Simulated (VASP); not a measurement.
A run of VASP 6.6.1:

INCAR

```
ALGO = Normal ; EDIFF = 1E-7
ENCUT = 520 ; GGA = PE
ISIF = 2 ; ISMEAR = 0
LASPH = True ; LCHARG = False
LREAL = False ; LWAVE = False
NBANDS = 45 ; NELM = 80
PREC = Accurate ; SIGMA = 0.05
```

Contents of KPOINTS:

```
k-points
0
Gamma
  6 6 6
```

POSCAR

```
LiNbO3
1.0
    2.5948427099      1.4419531444      4.6721811297
   -2.5948427099      1.4419531444      4.6721811297
    0.0000000000     -2.8839062888      4.6721811297
Li Nb O
2 2 6
Direct
    0.2816289705      0.2816289705      0.2816289705
    0.7816289705      0.7816289705      0.7816289705
    0.0004207091      0.0004207091      0.0004207091
    0.5004207091      0.5004207091      0.5004207091
    0.1105883052      0.3579662670      0.7210657481
    0.7210657481      0.1105883052      0.3579662670
    0.3579662670      0.7210657481      0.1105883052
    0.2210657481      0.8579662670      0.6105883052
    0.8579662670      0.6105883052      0.2210657481
    0.6105883052      0.2210657481      0.8579662670
```

Potentials or basis: VASP PAW PBE potentials, release 64 (Li_sv, Nb_sv, O).

Command:

```bash
$ cat potpaw_PBE.64/Li_sv/POTCAR potpaw_PBE.64/Nb_sv/POTCAR potpaw_PBE.64/O/POTCAR > POTCAR
$ mpirun -np 1 vasp_std > vasp.out
```

Hardware: 1 thread of Oxide Virtual Turin-like Processor, on a shared host.

Task: How long does it take, and how much memory?

Result: It took 11 min on 1 thread of Oxide Virtual Turin-like Processor, with other jobs on the host, peak memory 0.39 GiB. Counts: scf iterations 17, k points 68.
